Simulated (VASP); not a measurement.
# HfSiO4 (I4_1/amd) in VASP: a series of runs, part 2 of 2

VASP 6.6.1. The steps go on from the part before.

## Step 3: Single point, r2SCAN (uniaxial z strain -1.0%)

POSCAR reads:

```
HfSiO4
1.0
   -3.2908231527      3.2908231527      2.9559112561
    3.2908231527     -3.2908231527      2.9559112561
    3.2908231527      3.2908231527     -2.9559112561
Hf Si O
2 2 8
Direct
    0.0000000000      0.0000000000      0.0000000000
    0.7500000000      0.2500000000      0.5000000000
    0.2500000000      0.7500000000      0.5000000000
    0.5000000000      0.5000000000      0.0000000000
    0.1348807549      0.3196932833      0.8151874716
    0.0696932833      0.7545058118      0.6848125284
    0.0696932833      0.3848807549      0.3151874716
    0.5045058118      0.3196932833      0.1848125284
    0.6803067167      0.4954941882      0.8151874716
    0.6151192451      0.9303067167      0.6848125284
    0.2454941882      0.9303067167      0.3151874716
    0.6803067167      0.8651192451      0.1848125284
```

INCAR.step1 reads:

```
SYSTEM = HfSiO4
PREC = Accurate ; ENCUT = 520
ISMEAR = 0 ; SIGMA = 0.01
LREAL = .False. ; LASPH = .True.
NELM = 100 ; NBANDS = 50
GGA = PE ; ALGO = Normal
EDIFF = 1E-4 ; LWAVE = .True.
LCHARG = .False.
```

INCAR.step2 reads:

```
SYSTEM = HfSiO4
PREC = Accurate ; ENCUT = 520
EDIFF = 1E-7 ; ISMEAR = 0
SIGMA = 0.01 ; LREAL = .False.
LASPH = .True. ; NELM = 100
ALGO = Normal ; ISIF = 2
LWAVE = .False. ; LCHARG = .False.
METAGGA = R2SCAN ; LMIXTAU = .True.
NBANDS = 50 ; ISTART = 1
```

KPOINTS reads:

```
regular mesh
0
Gamma
  6 6 6
  0 0 0
```

Potentials or basis: VASP PAW PBE potentials, release 64 (Hf_pv, Si, O).

Started as:

```bash
$ cat potpaw_PBE.64/Hf_pv/POTCAR potpaw_PBE.64/Si/POTCAR potpaw_PBE.64/O/POTCAR > POTCAR
$ cp INCAR.step1 INCAR
$ mpirun -np 1 vasp_std > vasp.out
$ cp INCAR.step2 INCAR
$ mpirun -np 1 vasp_std > vasp.out
```

OUTCAR:

```text
SYSTEM = HfSiO4
   PREC = Accurate
   ENCUT = 520
   EDIFF = 1E-7
   ISMEAR = 0
   LREAL = .False.
   LASPH = .True.
   NELM = 100
   ISIF = 2
   METAGGA = R2SCAN
   ISTART = 1

 ion  position               nearest neighbor table
   1  0.000  0.000  0.000-   6 2.11  11 2.11  10 2.11   7 2.11   5 2.25  12 2.25   8 2.25   9 2.25
                             4 2.96   4 2.96   2 3.61   2 3.61   2 3.61   2 3.61
   2  0.750  0.250  0.500-   8 2.11   9 2.11   5 2.11  12 2.11  10 2.25   7 2.25   6 2.25  11 2.25
                             3 2.96   3 2.96   1 3.61   1 3.61   1 3.61   1 3.61
   3  0.250  0.750  0.500-   7 1.62  10 1.62   6 1.62  11 1.62   2 2.96   2 2.96
   4  0.500  0.500  0.000-   5 1.62  12 1.62   9 1.62   8 1.62   1 2.96   1 2.96
   5  0.135  0.320  0.815-   4 1.62   2 2.11   1 2.25
   6  0.070  0.755  0.685-   3 1.62   1 2.11   2 2.25
   7  0.070  0.385  0.315-   3 1.62   1 2.11   2 2.25
   8  0.505  0.320  0.185-   4 1.62   2 2.11   1 2.25
   9  0.680  0.495  0.815-   4 1.62   2 2.11   1 2.25
  10  0.615  0.930  0.685-   3 1.62   1 2.11   2 2.25
  11  0.245  0.930  0.315-   3 1.62   1 2.11   2 2.25
  12  0.680  0.865  0.185-   4 1.62   2 2.11   1 2.25

  LATTYP: Found a body centered tetragonal cell.
 ALAT       =     6.5816463054
 C/A-ratio  =     0.8982285340

  Lattice vectors:

 A1 = (  -3.2908231527,   3.2908231527,   2.9559112561)
 A2 = (   3.2908231527,  -3.2908231527,   2.9559112561)
 A3 = (   3.2908231527,   3.2908231527,  -2.9559112561)

Analysis of symmetry for initial positions (statically):
=====================================================================
 Subroutine PRICEL returns:
 Original cell was already a primitive cell.

 Routine SETGRP: Setting up the symmetry group for a
 body centered tetragonal supercell.

 Subroutine GETGRP returns: Found 16 space group operations
 (whereof  8 operations were pure point group operations)
 out of a pool of 16 trial point group operations.

The static configuration has the point symmetry D_2d.
 The point group associated with its full space group is D_4h.

Analysis of symmetry for dynamics (positions and initial velocities):
=====================================================================
 Subroutine PRICEL returns:
 Original cell was already a primitive cell.

 Routine SETGRP: Setting up the symmetry group for a
 body centered tetragonal supercell.

 Subroutine GETGRP returns: Found 16 space group operations
 (whereof  8 operations were pure point group operations)
 out of a pool of 16 trial point group operations.

The dynamic configuration has the point symmetry D_2d.
 The point group associated with its full space group is D_4h.

 Subroutine INISYM returns: Found 16 space group operations
 (whereof  8 operations are pure point group operations),
 and found     1 'primitive' translations

----------------------------------------------------------------------------------------

                                     Primitive cell

  volume of cell :     128.0444

  direct lattice vectors                    reciprocal lattice vectors
    -3.290823153  3.290823153  2.955911256     0.000000000  0.151937669  0.169152575
     3.290823153 -3.290823153  2.955911256     0.151937669  0.000000000  0.169152575
     3.290823153  3.290823153 -2.955911256     0.151937669  0.151937669  0.000000000

[... 83 lines left out ...]
 -0.166667 -0.333333  0.166667      8.000000
 [... further k-points ...]
   k-points           NKPTS =     30   k-points in BZ     NKDIM =     30   number of bands    NBANDS=     50
   number of dos      NEDOS =    301   number of ions     NIONS =     12
   total plane-waves  NPLWV =  74088
   dimension x,y,z NGX =    42 NGY =   42 NGZ =   42
   dimension x,y,z NGXF=    84 NGYF=   84 NGZF=   84
   ions per type =               2   2   8
   NGX,Y,Z   is equivalent  to a cutoff of  12.66, 12.66, 12.66 a.u.
   NGXF,Y,Z  is equivalent  to a cutoff of  25.33, 25.33, 25.33 a.u.
 SYSTEM =  HfSiO4
   PREC   = accura    normal or accurate (medium, high low for compatibility)
   ISTART =      1    job   : 0-new  1-cont  2-samecut
   ICHARG =      0    charge: 1-file 2-atom 10-const
   ISPIN  =      1    spin polarized calculation?
   LNONCOLLINEAR =      F non collinear calculations
   LSORBIT =      F    spin-orbit coupling
   LASPH  =      T    aspherical Exc in radial PAW
   ENCUT  =  520.0 eV  38.22 Ry    6.18 a.u.  10.25 10.25 10.25*2*pi/ulx,y,z
   NELM   =    100;   NELMIN=  2; NELMDL=  0     # of ELM steps
   EDIFF  = 0.1E-06   stopping-criterion for ELM
   LREAL  =      F    real-space projection
   EDIFFG = 0.1E-05   stopping-criterion for IOM
   NSW    =      0    number of steps for IOM
   IBRION =     -1    ionic relax: 0-MD 1-quasi-New 2-CG
   NFREE  =      0    steps in history (QN), initial steepest desc. (CG)
   ISIF   =      2    stress and relaxation
   ISYM   =      2    0-nonsym 1-usesym 2-fastsym
   POTIM  = 0.5000    time-step for ionic-motion
   TEBEG  =    0.0;   TEEND  =   0.0 temperature during run
   PSTRESS=    0.0 pullay stress
   NELECT =      76.0000    total number of electrons
   NUPDOWN=      -1.0000    fix difference up-down
   EMIN   =  10.00;   EMAX   =-10.00  energy-range for DOS
   EFERMI =   0.00;   METHOD = LEGACY
   ISMEAR =     0;   SIGMA  =   0.01  broadening in eV -4-tet -1-fermi 0-gaus
   EFERMI_NEDOS =   21; number of points for ismear=-14 and -15
   IALGO  =     38    algorithm
   IMIX   =      4    mixing-type and parameters
     AMIX     =   0.40;   BMIX     =  1.00
     AMIX_MAG =   1.60;   BMIX_MAG =  1.00
  volume/ion in A,a.u.               =      10.67        72.01
  Fermi-wavevector in a.u.,A,eV,Ry     =   1.375812  2.599908 25.753919  1.892860
  Thomas-Fermi vector in A             =   2.501114
   LORBIT       =      0    0 simple, 1 ext, 2 COOP (PROOUT), +10 PAW based schemes
   METAGGA = R2SCAN    functional components
   LHFCALC =     F    Hartree Fock is set to
   AEXX    =    0.0000 exact exchange contribution
   IVDW    =     0    specifies the selected vdW correction
   LEPSILON=     F    determine dielectric tensor
   LRPA    =     F    only Hartree local field effects (RPA)
 non-spin polarized calculation
 Gauss-broadening in eV      SIGMA  =   0.01
  energy-cutoff  :      520.00
  volume of cell :      128.04
 maximum number of plane-waves:      3464
 NGX is ok and might be reduce to    42
   NGX = 21   NGY = 21   NGZ = 21

 number of electron      76.0000003 magnetization

 Free energy of the ion-electron system (eV)
  ---------------------------------------------------
  ext. energy  EPLUGINS =         0.00000000
  ---------------------------------------------------
  free energy    TOTEN  =      -197.63305698 eV

  energy without entropy =     -197.63305698  energy(sigma->0) =     -197.63305698

 E-fermi :   3.0627     XC(G=0): -11.7576

 val. band max:        2.9210374471   @ k =   0.0000   0.0000   0.0000
 cond. band min:       8.9353556865   @ k =   0.3333   0.3333   0.1667
 fundamental gap:      6.0143182394
 Fermi energy:         3.0627050211

 k-point     1 :       0.0000    0.0000    0.0000
  band No.  band energies     occupation
      1     -27.3076      2.00000
      2     -27.3076      2.00000
      3     -27.2530      2.00000
      4     -27.2330      2.00000
      5     -27.1168      2.00000
      6     -27.1168      2.00000
[... 1261 lines left out ...]
     49      12.5544      0.00000
     50      13.5129      0.00000

 [... further k-points ...]
[... 5 lines left out ...]
  --------------------------------------------------------------------------------------
  -------------------------------------------------------------------------------------
  Total       -0.3542404     -0.3542404      3.0146160      0.0000000      0.0000000      0.0000000
  in kB       -4.4324950     -4.4324950     37.7209058      0.0000000      0.0000000      0.0000000
  external PRESSURE =       9.6186386 kB  Pullay stress =       0.0000000 kB

 VOLUME and BASIS-vectors are now :
 -----------------------------------------------------------------------------
  energy-cutoff  :      520.00
  volume of cell :      128.04
      direct lattice vectors                 reciprocal lattice vectors
    -3.290823153  3.290823153  2.955911256     0.000000000  0.151937669  0.169152575
     3.290823153 -3.290823153  2.955911256     0.151937669  0.000000000  0.169152575
     3.290823153  3.290823153 -2.955911256     0.151937669  0.151937669  0.000000000

 POSITION                                       TOTAL-FORCE (eV/Angst)
 -----------------------------------------------------------------------------------
      0.00000      0.00000      0.00000         0.000000     -0.000000     -0.000000
      0.00000      3.29082      1.47796         0.000000     -0.000000     -0.000000
      3.29082      0.00000      1.47796         0.000000     -0.000000     -0.000000
      0.00000      0.00000      2.95591         0.000000     -0.000000     -0.000000
      3.29082      2.07445     -1.06594         0.000000     -0.151241     -0.158974
      4.50719     -0.00000      0.41201         0.151241     -0.000000     -0.158974
      2.07445     -0.00000      0.41201        -0.151241     -0.000000     -0.158974
     -0.00000      1.21637      1.88997         0.000000      0.151241     -0.158974
      2.07445      3.29082      1.06594        -0.151241      0.000000      0.158974
      3.29082      1.21637      2.54390         0.000000      0.151241      0.158974
      3.29082     -1.21637      2.54390         0.000000     -0.151241      0.158974
      1.21637      0.00000      4.02185         0.151241      0.000000      0.158974
 -----------------------------------------------------------------------------------
    total drift:                               -0.000000      0.000000      0.000000

  FREE ENERGIE OF THE ION-ELECTRON SYSTEM (eV)
  ---------------------------------------------------
  free  energy   TOTEN  =      -197.6330569771 eV

  energy  without entropy=     -197.6330569771  energy(sigma->0) =     -197.63305698
```

Run time: 14 min. Hardware: 1 thread of AMD EPYC 7R43 (Zen 3), shared host; peak memory 0.34 GiB.

Results:

```yaml
Free_energy: -197.6331 eV
Pressure: 1.0 GPa
Largest_force: 0.219 eV/Å
Band_gap_on_the_k_mesh: 6.01 eV, indirect (least direct gap 6.34 eV)
```

Forces on the atoms (eV/Å):
```
Hf   0.000  0.000  0.000
Hf   0.000  0.000  0.000
Si   0.000  0.000  0.000
Si   0.000  0.000  0.000
O    0.000 -0.151 -0.159
O    0.151  0.000 -0.159
O   -0.151  0.000 -0.159
O    0.000  0.151 -0.159
O   -0.151  0.000  0.159
O    0.000  0.151  0.159
O    0.000 -0.151  0.159
O    0.151  0.000  0.159
```

Caveat: the cell differs from its parent crystal (uniaxial z strain -1.0%); the PAW data sets were made with another functional, which shifts forces and pressure a little; spin-orbit coupling is left out, which moves the levels of the heavy elements. A k mesh can miss the band edges.

## Step 4: Single point, r2SCAN (uniaxial z strain +1.0%)

POSCAR reads:

```
HfSiO4
1.0
   -3.2908231527      3.2908231527      3.0156266350
    3.2908231527     -3.2908231527      3.0156266350
    3.2908231527      3.2908231527     -3.0156266350
Hf Si O
2 2 8
Direct
    0.0000000000      0.0000000000      0.0000000000
    0.7500000000      0.2500000000      0.5000000000
    0.2500000000      0.7500000000      0.5000000000
    0.5000000000      0.5000000000      0.0000000000
    0.1356640437      0.3201636456      0.8155003982
    0.0701636456      0.7546632474      0.6844996018
    0.0701636456      0.3856640437      0.3155003982
    0.5046632474      0.3201636456      0.1844996018
    0.6798363544      0.4953367526      0.8155003982
    0.6143359563      0.9298363544      0.6844996018
    0.2453367526      0.9298363544      0.3155003982
    0.6798363544      0.8643359563      0.1844996018
```

INCAR.step1 reads:

```
PREC = Accurate
ENCUT = 520
ISMEAR = 0
SIGMA = 0.01
LREAL = False
LASPH = True
NELM = 100
NBANDS = 50
GGA = PE
ALGO = Normal
EDIFF = 1E-4
LWAVE = True
LCHARG = False
```

INCAR.step2 reads:

```
PREC = Accurate
ENCUT = 520
EDIFF = 1E-6
ISMEAR = 0
SIGMA = 0.01
LREAL = False
LASPH = True
NELM = 100
ALGO = Normal
ISIF = 2
LWAVE = False
LCHARG = True
METAGGA = R2SCAN
LMIXTAU = True
LELF = True
LVHAR = True
NBANDS = 50
ISTART = 1
```

KPOINTS reads:

```
regular mesh
0
Gamma
  6 6 6
```

Started as:

```bash
$ cat potpaw_PBE.64/Hf_pv/POTCAR potpaw_PBE.64/Si/POTCAR potpaw_PBE.64/O/POTCAR > POTCAR
$ cp INCAR.step1 INCAR
$ mpirun -np 1 vasp_std > vasp.out
$ cp INCAR.step2 INCAR
$ mpirun -np 1 vasp_std > vasp.out
```

It took 12 min on 1 thread of Intel Xeon Platinum 8488C (Sapphire Rapids), shared host; peak memory 0.37 GiB.

It converged, with:

```
Free energy            : -197.6114 eV
Pressure               : -4.4 GPa
Largest force          : 0.217 eV/Å
Band gap on the k mesh : 5.90 eV, indirect (least direct gap 6.28 eV)
```

Forces on the atoms (eV/Å):
```
Hf   0.000  0.000  0.000
Hf   0.000  0.000  0.000
Si   0.000  0.000  0.000
Si   0.000  0.000  0.000
O    0.000 -0.158 -0.148
O    0.158  0.000 -0.148
O   -0.158  0.000 -0.148
O    0.000  0.158 -0.148
O   -0.158  0.000  0.148
O    0.000  0.158  0.148
O    0.000 -0.158  0.148
O    0.158  0.000  0.148
```

Stress tensor (GPa, compression positive):
```
-3.47  0.00  0.00
 0.00 -3.47  0.00
 0.00  0.00 -6.12
```

Levels at points of the mesh, in eV from the valence-band top:
```
           k point  band 35  band 36  band 37  band 38  band 39  band 40  band 41  band 42
(0.00, 0.00, 0.00)    -0.58    -0.58    -0.57     0.00     6.29     6.52     6.68     6.68
(0.50, 0.00, 0.00)    -0.93    -0.83    -0.29    -0.18     6.16     6.29     7.01     7.17
(0.50, 0.50, 0.00)    -0.94    -0.94    -0.61    -0.61     5.91     5.91     6.97     6.97
(0.50, 0.50, 0.50)    -1.15    -1.15    -0.88    -0.88     6.72     6.72     7.16     7.16
```

Caveat: the cell differs from its parent crystal (uniaxial z strain +1.0%); the PAW data sets were made with another functional, which shifts forces and pressure a little; spin-orbit coupling is left out, which moves the levels of the heavy elements. A k mesh can miss the band edges.

## Step 5: Single point, r2SCAN (uniaxial z strain +2.0%)

POSCAR reads:

```
HfSiO4
1.0
   -3.2908231527      3.2908231527      3.0454843245
    3.2908231527     -3.2908231527      3.0454843245
    3.2908231527      3.2908231527     -3.0454843245
Hf Si O
2 2 8
Direct
    0.0000000000      0.0000000000      0.0000000000
    0.7500000000      0.2500000000      0.5000000000
    0.2500000000      0.7500000000      0.5000000000
    0.5000000000      0.5000000000      0.0000000000
    0.1361347452      0.3206550066      0.8154797386
    0.0706550066      0.7551752680      0.6845202614
    0.0706550066      0.3861347452      0.3154797386
    0.5051752680      0.3206550066      0.1845202614
    0.6793449934      0.4948247320      0.8154797386
    0.6138652548      0.9293449934      0.6845202614
    0.2448247320      0.9293449934      0.3154797386
    0.6793449934      0.8638652548      0.1845202614
```

INCAR.step1 reads:

```
PREC = Accurate ; ENCUT = 520
ISMEAR = 0 ; SIGMA = 0.01
LREAL = False ; LASPH = True
NELM = 100 ; NBANDS = 50
GGA = PE ; ALGO = Normal
EDIFF = 1E-4 ; LWAVE = True
LCHARG = False
```

INCAR.step2 reads:

```
PREC = Accurate ; ENCUT = 520
EDIFF = 1E-6 ; ISMEAR = 0
SIGMA = 0.01 ; LREAL = False
LASPH = True ; NELM = 100
ALGO = Normal ; ISIF = 2
LWAVE = False ; LCHARG = False
METAGGA = R2SCAN ; LMIXTAU = True
NBANDS = 50 ; ISTART = 1
```

KPOINTS reads:

```
Automatic mesh
0
Gamma
  6 6 6
```

Started as:

```bash
$ cat potpaw_PBE.64/Hf_pv/POTCAR potpaw_PBE.64/Si/POTCAR potpaw_PBE.64/O/POTCAR > POTCAR
$ cp INCAR.step1 INCAR
$ mpirun -np 1 vasp_std > vasp.out
$ cp INCAR.step2 INCAR
$ mpirun -np 1 vasp_std > vasp.out
```

Run time: 10 min. Hardware: 1 thread of Intel Xeon Platinum 8488C (Sapphire Rapids), shared host; peak memory 0.37 GiB.

Results (log left out):

| Quantity | Value |
| --- | --- |
| Free energy | -197.5430 eV |
| Pressure | -6.8 GPa |
| Largest force | 0.214 eV/Å |
| Band gap on the k mesh | 5.85 eV, indirect (least direct gap 6.24 eV) |

Forces in eV/Å, atoms in the order of the input:
```
Hf   0.000  0.000  0.000
Hf   0.000  0.000  0.000
Si   0.000  0.000  0.000
Si   0.000  0.000  0.000
O    0.000 -0.156 -0.146
O    0.156  0.000 -0.146
O   -0.156  0.000 -0.146
O    0.000  0.156 -0.146
O   -0.156  0.000  0.146
O    0.000  0.156  0.146
O    0.000 -0.156  0.146
O    0.156  0.000  0.146
```

Stress tensor (GPa, compression positive):
```
 -4.94   0.00   0.00
  0.00  -4.94   0.00
  0.00   0.00 -10.52
```

Levels at points of the mesh, in eV from the valence-band top:
```csv
k point,band 36,band 37,band 38,band 39,band 40,band 41
"(0.00, 0.00, 0.00)",-0.56,-0.56,0.00,6.26,6.45,6.59
"(0.50, 0.00, 0.00)",-0.81,-0.30,-0.16,6.12,6.23,6.90
"(0.50, 0.50, 0.00)",-0.93,-0.60,-0.60,5.85,5.85,6.85
"(0.50, 0.50, 0.50)",-1.16,-0.86,-0.86,6.66,6.66,7.09
```

Caveat: the cell differs from its parent crystal (uniaxial z strain +2.0%); the PAW data sets were made with another functional, which shifts forces and pressure a little; spin-orbit coupling is left out, which moves the levels of the heavy elements. A k mesh can miss the band edges.

## Step 6: The runs side by side

| cell | gap on the mesh (eV) | pressure (GPa) | largest force (eV/Å) |
| --- | --- | --- | --- |
| a = 5.497 Å, angles 106.5, 106.5, 115.7°, 12 atoms | 6.06 | 3.9 | 0.22 |
| a = 5.513 Å, angles 106.7, 106.7, 115.2°, 12 atoms | 6.01 | 1.0 | 0.22 |
| a = 5.546 Å, angles 107.2, 107.2, 114.1°, 12 atoms | 5.90 | -4.4 | 0.22 |
| a = 5.562 Å, angles 107.4, 107.4, 113.6°, 12 atoms | 5.85 | -6.8 | 0.21 |

Alike in all rows: task single point; level r2SCAN; potentials or basis VASP PAW PBE potentials, release 64 (Hf_pv, Si, O); no spin polarisation; k mesh 6 × 6 × 6; cutoff (eV) 520; smearing gaussian 0.01 eV.

Caveats: the PAW data sets were made with another functional, which shifts forces and pressure a little; spin-orbit coupling is left out, which moves the levels of the heavy elements.

Total energies depend on the potentials used, so only differences within one code and one set of settings carry meaning.
